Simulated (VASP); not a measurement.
A run of VASP 6.6.1:

The input INCAR:

```
  PREC = Accurate
  ENCUT = 520
  EDIFF = 1E-7
  ISMEAR = -1
  SIGMA = 0.02
  LREAL = False
  LASPH = True
  NELM = 60
  ALGO = Normal
  ISIF = 2
  LWAVE = False
  LCHARG = False
  GGA = PE
  NBANDS = 16
```

File KPOINTS:

```
Automatic mesh
0
Gamma
  3 3 3
```

Contents of POSCAR:

```
InAs
1.0
    0.0000000000      3.0180000000      3.0180000000
    3.0180000000      0.0000000000      3.0180000000
    3.0180000000      3.0180000000      0.0000000000
In As
1 1
Direct
    0.0000000000      0.0000000000      0.0000000000
    0.7500000000      0.7500000000      0.7500000000
```

Potentials or basis: VASP PAW PBE potentials, release 64 (In_d, As).

Command:

```bash
$ cat potpaw_PBE.64/In_d/POTCAR potpaw_PBE.64/As/POTCAR > POTCAR
$ mpirun -np 1 vasp_std > vasp.out
```

Hardware: 1 thread of Intel(R) Xeon(R) Platinum 8559C (Emerald Rapids), on a shared host.

**Question.** How long does it take, and how much memory?

**Answer.** It took 5.9 s on 1 thread of Intel(R) Xeon(R) Platinum 8559C (Emerald Rapids), on a shared host, peak memory 0.16 GiB. Counts: scf iterations 13, k points 4.
